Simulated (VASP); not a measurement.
# CdS (Hawleyite) (F-43m) in VASP: a series of runs

Aim: see how the results for CdS (Hawleyite) move with the level of theory and the settings. Levels: r2SCAN+rVV10, PBE+D3(BJ), PBE, r2SCAN. Tasks: single point, relaxation of cell and atoms.

Everything below comes from runs of VASP 6.6.1. Logs are shortened: lines on timing, memory, paths and dates and some standing lists are left out, and cuts for length are marked.

## (1) The cell of the first run

Symmetry: F-43m, No. 216, cubic system. The conventional cell has a = 5.851 Å, b = 5.851 Å, c = 5.851 Å, α = 90.00°, β = 90.00°, γ = 90.00°. Within 3.3 Å of Cd (site symmetry -43m) lie 4 S at 2.53 Å. S (site symmetry -43m) has 4 Cd at 2.53 Å within 3.3 Å.

## (2) Single point, r2SCAN+rVV10

POSCAR

```
CdS
1.0
    0.0000000000      2.9256006599      2.9256006599
    2.9256006599      0.0000000000      2.9256006599
    2.9256006599      2.9256006599      0.0000000000
Cd S
1 1
Direct
    0.0000000000      0.0000000000      0.0000000000
    0.2500000000      0.2500000000      0.2500000000
```

INCAR.step1

```
  PREC = Accurate
  ENCUT = 520
  ISMEAR = 0
  SIGMA = 0.01
  LREAL = F
  LASPH = T
  NELM = 100
  NBANDS = 16
  GGA = PE
  ALGO = Normal
  EDIFF = 1E-4
  LWAVE = T
  LCHARG = F
```

INCAR.step2

```
  PREC = Accurate
  ENCUT = 520
  EDIFF = 1E-6
  ISMEAR = 0
  SIGMA = 0.01
  LREAL = F
  LASPH = T
  NELM = 100
  ALGO = Normal
  ISIF = 2
  LWAVE = F
  LCHARG = F
  METAGGA = R2SCAN
  LMIXTAU = T
  LUSE_VDW = T
  IVDW_NL = 2
  BPARAM = 11.95
  CPARAM = 0.0093
  NBANDS = 16
  ISTART = 1
```

KPOINTS

```
Automatic mesh
0
Gamma
  6 6 6
```

Potentials or basis: VASP PAW PBE potentials, release 64 (Cd, S).

Command:

```sh
$ cat potpaw_PBE.64/Cd/POTCAR potpaw_PBE.64/S/POTCAR > POTCAR
$ cp INCAR.step1 INCAR
$ mpirun -np 1 vasp_std > vasp.out
$ cp INCAR.step2 INCAR
$ mpirun -np 1 vasp_std > vasp.out
```

OUTCAR:

```text
PREC = Accurate
   ENCUT = 520
   EDIFF = 1E-6
   ISMEAR = 0
   LREAL = F
   LASPH = T
   NELM = 100
   ISIF = 2
   METAGGA = R2SCAN
   IVDW_NL = 2
   BPARAM = 11.95
   ISTART = 1

 ion  position               nearest neighbor table
   1  0.000  0.000  0.000-   2 2.53   2 2.53   2 2.53   2 2.53
   2  0.250  0.250  0.250-   1 2.53   1 2.53   1 2.53   1 2.53

  LATTYP: Found a face centered cubic cell.
 ALAT       =     5.8512013198

  Lattice vectors:

 A1 = (   0.0000000000,   2.9256006599,   2.9256006599)
 A2 = (   2.9256006599,   0.0000000000,   2.9256006599)
 A3 = (   2.9256006599,   2.9256006599,   0.0000000000)

Analysis of symmetry for initial positions (statically):
=====================================================================
 Subroutine PRICEL returns:
 Original cell was already a primitive cell.

 Routine SETGRP: Setting up the symmetry group for a
 face centered cubic supercell.

 Subroutine GETGRP returns: Found 24 space group operations
 (whereof 24 operations were pure point group operations)
 out of a pool of 48 trial point group operations.

The static configuration has the point symmetry T_d .

Analysis of symmetry for dynamics (positions and initial velocities):
=====================================================================
 Subroutine PRICEL returns:
 Original cell was already a primitive cell.

 Routine SETGRP: Setting up the symmetry group for a
 face centered cubic supercell.

 Subroutine GETGRP returns: Found 24 space group operations
 (whereof 24 operations were pure point group operations)
 out of a pool of 48 trial point group operations.

The dynamic configuration has the point symmetry T_d .

 Subroutine INISYM returns: Found 24 space group operations
 (whereof 24 operations are pure point group operations),
 and found     1 'primitive' translations

----------------------------------------------------------------------------------------

                                     Primitive cell

  volume of cell :      50.0812

  direct lattice vectors                    reciprocal lattice vectors
     0.000000000  2.925600660  2.925600660    -0.170905075  0.170905075  0.170905075
     2.925600660  0.000000000  2.925600660     0.170905075 -0.170905075  0.170905075
     2.925600660  2.925600660  0.000000000     0.170905075  0.170905075 -0.170905075

  length of vectors
     4.137424131  4.137424131  4.137424131     0.296016273  0.296016273  0.296016273

  position of ions in fractional coordinates (direct lattice)
     0.000000000  0.000000000  0.000000000
     0.250000000  0.250000000  0.250000000

  ion indices of the primitive-cell ions
   primitive index   ion index
                 1           1
                 2           2

----------------------------------------------------------------------------------------

 KPOINTS: Automatic mesh

Automatic generation of k-mesh.
 Grid dimensions read from file:
 generate k-points for:    6    6    6

 Generating k-lattice:

  Cartesian coordinates                     Fractional coordinates (reciprocal lattice)
    -0.028484179  0.028484179  0.028484179     0.166666667  0.000000000  0.000000000
     0.028484179 -0.028484179  0.028484179     0.000000000  0.166666667  0.000000000
     0.028484179  0.028484179 -0.028484179     0.000000000  0.000000000  0.166666667

  Length of vectors
     0.049336046  0.049336046  0.049336046

  Shift w.r.t. Gamma in fractional coordinates (k-lattice)
     0.000000000  0.000000000  0.000000000

 Subroutine IBZKPT returns following result:
 ===========================================

 Found     16 irreducible k-points:

 Following reciprocal coordinates:
            Coordinates               Weight
  0.000000  0.000000  0.000000      1.000000
  0.166667  0.000000  0.000000      8.000000
  0.333333  0.000000  0.000000      8.000000
  0.500000  0.000000  0.000000      4.000000
  0.166667  0.166667  0.000000      6.000000
  0.333333  0.166667  0.000000     24.000000
[... 8 lines left out ...]
 -0.333333  0.333333  0.166667     24.000000
 -0.333333  0.500000  0.166667     12.000000
   k-points           NKPTS =     16   k-points in BZ     NKDIM =     16   number of bands    NBANDS=     16
   number of dos      NEDOS =    301   number of ions     NIONS =      2
   total plane-waves  NPLWV =  32768
   dimension x,y,z NGX =    32 NGY =   32 NGZ =   32
   dimension x,y,z NGXF=    64 NGYF=   64 NGZF=   64
   ions per type =               1   1
   NGX,Y,Z   is equivalent  to a cutoff of  12.86, 12.86, 12.86 a.u.
   NGXF,Y,Z  is equivalent  to a cutoff of  25.72, 25.72, 25.72 a.u.
 SYSTEM =  unknown system
   PREC   = accura    normal or accurate (medium, high low for compatibility)
   ISTART =      1    job   : 0-new  1-cont  2-samecut
   ICHARG =      0    charge: 1-file 2-atom 10-const
   ISPIN  =      1    spin polarized calculation?
   LNONCOLLINEAR =      F non collinear calculations
   LSORBIT =      F    spin-orbit coupling
   LASPH  =      T    aspherical Exc in radial PAW
   ENCUT  =  520.0 eV  38.22 Ry    6.18 a.u.   7.69  7.69  7.69*2*pi/ulx,y,z
   NELM   =    100;   NELMIN=  2; NELMDL=  0     # of ELM steps
   EDIFF  = 0.1E-05   stopping-criterion for ELM
   LREAL  =      F    real-space projection
   EDIFFG = 0.1E-04   stopping-criterion for IOM
   NSW    =      0    number of steps for IOM
   IBRION =     -1    ionic relax: 0-MD 1-quasi-New 2-CG
   NFREE  =      0    steps in history (QN), initial steepest desc. (CG)
   ISIF   =      2    stress and relaxation
   ISYM   =      2    0-nonsym 1-usesym 2-fastsym
   POTIM  = 0.5000    time-step for ionic-motion
   TEBEG  =    0.0;   TEEND  =   0.0 temperature during run
   PSTRESS=    0.0 pullay stress
   NELECT =      18.0000    total number of electrons
   NUPDOWN=      -1.0000    fix difference up-down
   EMIN   =  10.00;   EMAX   =-10.00  energy-range for DOS
   EFERMI =   0.00;   METHOD = LEGACY
   ISMEAR =     0;   SIGMA  =   0.01  broadening in eV -4-tet -1-fermi 0-gaus
   EFERMI_NEDOS =   21; number of points for ismear=-14 and -15
   IALGO  =     38    algorithm
   IMIX   =      4    mixing-type and parameters
     AMIX     =   0.40;   BMIX     =  1.00
     AMIX_MAG =   1.60;   BMIX_MAG =  1.00
  volume/ion in A,a.u.               =      25.04       168.98
  Fermi-wavevector in a.u.,A,eV,Ry     =   1.163967  2.199578 18.433430  1.354819
  Thomas-Fermi vector in A             =   2.300510
   LORBIT       =      0    0 simple, 1 ext, 2 COOP (PROOUT), +10 PAW based schemes
   METAGGA = R2SCAN    functional components
   LHFCALC =     F    Hartree Fock is set to
   AEXX    =    0.0000 exact exchange contribution
   IVDW_NL    =     2    kernel type
   BPARAM     =11.9500
   IVDW    =     0    specifies the selected vdW correction
   LEPSILON=     F    determine dielectric tensor
   LRPA    =     F    only Hartree local field effects (RPA)
 non-spin polarized calculation
 Gauss-broadening in eV      SIGMA  =   0.01
  energy-cutoff  :      520.00
  volume of cell :       50.08
 maximum number of plane-waves:      1363
   NGX = 15   NGY = 15   NGZ = 15

 number of electron      18.0000005 magnetization

 Free energy of the ion-electron system (eV)
  ---------------------------------------------------
  ext. energy  EPLUGINS =         0.00000000
  ---------------------------------------------------
  free energy    TOTEN  =       -29.11640441 eV

  energy without entropy =      -29.11640441  energy(sigma->0) =      -29.11640441

 E-fermi :   1.0217     XC(G=0):  -9.7630

 val. band max:        0.9588888427   @ k =   0.0000   0.0000   0.0000
 cond. band min:       2.4704495481   @ k =   0.0000   0.0000   0.0000
 fundamental gap:      1.5115607054
 Fermi energy:         1.0217254583

 k-point     1 :       0.0000    0.0000    0.0000
  band No.  band energies     occupation
      1     -11.8669      2.00000
      2      -6.9642      2.00000
      3      -6.9642      2.00000
      4      -6.9642      2.00000
      5      -6.4614      2.00000
      6      -6.4614      2.00000
[... 8 lines left out ...]
     15      12.9368      0.00000
     16      12.9368      0.00000

 k-point     2 :       0.1667    0.0000    0.0000
  band No.  band energies     occupation
      1     -11.7610      2.00000
      2      -6.9253      2.00000
      3      -6.9253      2.00000
      4      -6.8588      2.00000
      5      -6.4620      2.00000
      6      -6.4620      2.00000
[... 8 lines left out ...]
     15      12.0843      0.00000
     16      13.1147      0.00000

 k-point     3 :       0.3333    0.0000    0.0000
  band No.  band energies     occupation
      1     -11.5479      2.00000
      2      -6.8608      2.00000
      3      -6.8608      2.00000
      4      -6.4765      2.00000
      5      -6.4448      2.00000
      6      -6.4448      2.00000
[... 8 lines left out ...]
     15      12.5621      0.00000
     16      12.5621      0.00000

 k-point     4 :       0.5000    0.0000    0.0000
  band No.  band energies     occupation
      1     -11.4419      2.00000
      2      -6.8379      2.00000
      3      -6.8379      2.00000
      4      -6.4241      2.00000
      5      -6.4241      2.00000
      6      -6.0857      2.00000
[... 8 lines left out ...]
     15      14.1013      0.00000
     16      14.1013      0.00000
[... 172 lines left out ...]
 k-point    14 :       0.5000    0.3333    0.1667
  band No.  band energies     occupation
      1     -11.4120      2.00000
      2      -6.7672      2.00000
      3      -6.7580      2.00000
      4      -6.5600      2.00000
      5      -6.4215      2.00000
      6      -6.1739      2.00000
[... 8 lines left out ...]
     15      14.5711      0.00000
     16      14.8451      0.00000

 k-point    15 :      -0.3333    0.3333    0.1667
  band No.  band energies     occupation
      1     -11.3446      2.00000
      2      -6.7600      2.00000
      3      -6.7194      2.00000
      4      -6.5033      2.00000
      5      -6.4430      2.00000
      6      -5.9104      2.00000
[... 8 lines left out ...]
     15      13.9762      0.00000
     16      14.9248      0.00000

 k-point    16 :      -0.3333    0.5000    0.1667
  band No.  band energies     occupation
      1     -11.3117      2.00000
      2      -6.7211      2.00000
      3      -6.6800      2.00000
      4      -6.5443      2.00000
      5      -6.4191      2.00000
      6      -5.8804      2.00000
[... 8 lines left out ...]
     15      14.8089      0.00000
     16      14.8244      0.00000

------------------------ aborting loop because EDIFF is reached ----------------------------------------

  FORCE on cell =-STRESS in cart. coord.  units (eV):
  Direction    XX          YY          ZZ          XY          YZ          ZX
  --------------------------------------------------------------------------------------
  -------------------------------------------------------------------------------------
  Total        0.1201197      0.1201197      0.1201197     -0.0000000     -0.0000000     -0.0000000
  in kB        3.8428155      3.8428155      3.8428155     -0.0000000     -0.0000000     -0.0000000
  external PRESSURE =       3.8428155 kB  Pullay stress =       0.0000000 kB

 VOLUME and BASIS-vectors are now :
 -----------------------------------------------------------------------------
  energy-cutoff  :      520.00
  volume of cell :       50.08
      direct lattice vectors                 reciprocal lattice vectors
     0.000000000  2.925600660  2.925600660    -0.170905075  0.170905075  0.170905075
     2.925600660  0.000000000  2.925600660     0.170905075 -0.170905075  0.170905075
     2.925600660  2.925600660  0.000000000     0.170905075  0.170905075 -0.170905075

 POSITION                                       TOTAL-FORCE (eV/Angst)
 -----------------------------------------------------------------------------------
      0.00000      0.00000      0.00000        -0.000000      0.000000     -0.000000
      1.46280      1.46280      1.46280         0.000000     -0.000000      0.000000
 -----------------------------------------------------------------------------------
    total drift:                               -0.000005     -0.000005     -0.000005

  FREE ENERGIE OF THE ION-ELECTRON SYSTEM (eV)
  ---------------------------------------------------
  free  energy   TOTEN  =       -29.1164044112 eV

  energy  without entropy=      -29.1164044112  energy(sigma->0) =      -29.11640441
```

It took 1.9 min on 1 thread of Intel Xeon Platinum 8375C at 2.90GHz (Ice Lake), shared host; peak memory 0.31 GiB.

What came out:

- Free energy: -29.1164 eV
- Pressure: 0.4 GPa
- Band gap on the k mesh: 1.51 eV, direct

Levels at points of the mesh, in eV from the valence-band top:
```
           k point  band 6  band 7  band 8  band 9  band 10  band 11  band 12  band 13
(0.00, 0.00, 0.00)   -7.42    0.00    0.00    0.00     1.51     7.05     7.05     7.05
(0.50, 0.00, 0.00)   -7.04   -4.43   -0.76   -0.76     3.42     7.44     7.44     7.78
(0.50, 0.50, 0.00)   -6.98   -3.95   -1.90   -1.90     3.77     4.71     9.67    11.45
```

Caveat: the PAW data sets were made with another functional, which shifts forces and pressure a little.

## (3) Relaxation of cell and atoms, PBE+D3(BJ)

This run uses another cell than the first one, of 24.81 Å³/atom, 0.991 times its volume.

INCAR

```
SYSTEM = CdS
PREC = Accurate
ENCUT = 600
EDIFF = 1E-6
ISMEAR = 0
SIGMA = 0.01
LREAL = .False.
LASPH = .True.
NELM = 80
ALGO = Normal
ISIF = 3
LWAVE = .False.
LCHARG = .False.
GGA = PE
IVDW = 12
IBRION = 2
NSW = 100
EDIFFG = -0.01
```

KPOINTS

```
regular mesh
0
Gamma
  6 6 6
  0 0 0
```

POSCAR

```
CdS
1.0
    0.0000000000      2.9165000000      2.9165000000
    2.9165000000      0.0000000000      2.9165000000
    2.9165000000      2.9165000000      0.0000000000
Cd S
1 1
Direct
    0.0000000000      0.0000000000      0.0000000000
    0.2500000000      0.2500000000      0.2500000000
```

Potentials or basis: VASP PAW PBE potentials, release 64 (Cd, S).

Command:

```sh
$ cat potpaw_PBE.64/Cd/POTCAR potpaw_PBE.64/S/POTCAR > POTCAR
$ mpirun -np 1 vasp_std > vasp.out
```

OUTCAR:

```text
SYSTEM = CdS
   PREC = Accurate
   ENCUT = 600
   EDIFF = 1E-6
   ISMEAR = 0
   LREAL = .False.
   LASPH = .True.
   NELM = 80
   ISIF = 3
   GGA = PE
   IVDW = 12
   IBRION = 2
   NSW = 100
   EDIFFG = -0.01
 IVDW          = 12

 ion  position               nearest neighbor table
   1  0.000  0.000  0.000-   2 2.53   2 2.53   2 2.53   2 2.53
   2  0.250  0.250  0.250-   1 2.53   1 2.53   1 2.53   1 2.53

  LATTYP: Found a face centered cubic cell.
 ALAT       =     5.8330000000

  Lattice vectors:

 A1 = (   0.0000000000,   2.9165000000,   2.9165000000)
 A2 = (   2.9165000000,   0.0000000000,   2.9165000000)
 A3 = (   2.9165000000,   2.9165000000,   0.0000000000)

Analysis of symmetry for initial positions (statically):
=====================================================================
 Subroutine PRICEL returns:
 Original cell was already a primitive cell.

 Routine SETGRP: Setting up the symmetry group for a
 face centered cubic supercell.

 Subroutine GETGRP returns: Found 24 space group operations
 (whereof 24 operations were pure point group operations)
 out of a pool of 48 trial point group operations.

The static configuration has the point symmetry T_d .

Analysis of symmetry for dynamics (positions and initial velocities):
=====================================================================
 Subroutine PRICEL returns:
 Original cell was already a primitive cell.
[... 130 lines left out ...]
 conjugate gradient relaxation of ions
 non-spin polarized calculation
 Gauss-broadening in eV      SIGMA  =   0.01
  energy-cutoff  :      600.00
  volume of cell :       49.62
 maximum number of plane-waves:      1676
 NGX is ok and might be reduce to    36
   NGX = 17   NGY = 17   NGZ = 17

--------------------------------------- Ionic step        1  -------------------------------------------

 number of electron      17.9999999 magnetization

 Free energy of the ion-electron system (eV)
  ---------------------------------------------------
  ext. energy  EPLUGINS =         0.00000000
  ---------------------------------------------------
  free energy    TOTEN  =        -6.11897152 eV

  energy without entropy =       -6.11897152  energy(sigma->0) =       -6.11897152

------------------------ aborting loop because EDIFF is reached ----------------------------------------

 Edisp (eV)   -0.61331

 E8    (eV) :    -0.2499
[... 71 lines left out ...]
--------------------------------------- Ionic step        3  -------------------------------------------

 number of electron      17.9999999 magnetization

 Free energy of the ion-electron system (eV)
  ---------------------------------------------------
  ext. energy  EPLUGINS =         0.00000000
  ---------------------------------------------------
  free energy    TOTEN  =        -6.13185670 eV

  energy without entropy =       -6.13185670  energy(sigma->0) =       -6.13185670

 E-fermi :   1.2541     XC(G=0):  -9.0761

 val. band max:        1.1849453360   @ k =   0.0000   0.0000   0.0000
 cond. band min:       2.2997014877   @ k =   0.0000   0.0000   0.0000
 fundamental gap:      1.1147561517
 Fermi energy:         1.2540947129

 k-point     1 :       0.0000    0.0000    0.0000
  band No.  band energies     occupation
      1     -11.0904      2.00000
      2      -6.4907      2.00000
      3      -6.4907      2.00000
      4      -6.4907      2.00000
      5      -6.0320      2.00000
      6      -6.0320      2.00000
      7       1.1849      2.00000
      8       1.1849      2.00000
      9       1.1849      2.00000
     10       2.2997      0.00000
     11       7.7328      0.00000
     12       7.7328      0.00000
     13       7.7328      0.00000
[... 271 lines left out ...]
  FREE ENERGIE OF THE ION-ELECTRON SYSTEM (eV)
  ---------------------------------------------------
  free  energy   TOTEN  =        -6.7345340833 eV

  energy  without entropy=       -6.7345340833  energy(sigma->0) =       -6.73453408

 reached required accuracy - stopping structural energy minimisation
```

It took 46 s on 1 thread of Intel Xeon Platinum 8375C at 2.90GHz (Ice Lake), shared host; peak memory 0.22 GiB.

What came out:

* Free energy: -6.7345 eV
* Relaxed volume: 25.19 Å³/atom
* Relaxed cell: a = 4.146 Å, b = 4.146 Å, c = 4.146 Å, α = 60.00°, β = 60.00°, γ = 60.00°
* Space group after relaxing (to 0.05 Å): F-43m (No. 216)
* Energy gained by relaxing: 1.1 meV/atom
* Ionic steps: 3
* Pressure after relaxing: 0.0 GPa
* Band gap on the k mesh: 1.11 eV, direct
* Dispersion energy per atom: -0.301 eV

The path:
```
step  energy change (eV)  largest force (eV/Å)  pressure (GPa)  volume (Å³)
   1              0.0000                0.0000            0.95        49.62
   2             -0.0020                0.0000           -0.33        50.68
   3             -0.0023                0.0000            0.00        50.39
```

Final structure:
```
Cd S
1.0
     0.00000    2.93158    2.93158
     2.93158    0.00000    2.93158
     2.93158    2.93158    0.00000
Cd S
1 1
Direct
  0.00000 0.00000 0.00000
  0.25000 0.25000 0.25000
```

Levels at points of the mesh, in eV from the valence-band top:
```
           k point  band 7  band 8  band 9  band 10  band 11  band 12
(0.00, 0.00, 0.00)    0.00    0.00    0.00     1.11     6.55     6.55
(0.50, 0.00, 0.00)   -4.31   -0.73   -0.73     2.99     7.01     7.01
(0.50, 0.50, 0.00)   -3.89   -1.83   -1.83     3.58     4.33     9.17
```

Zero-point motion and thermal expansion aren't in these numbers.

[end of part 1 of 2]
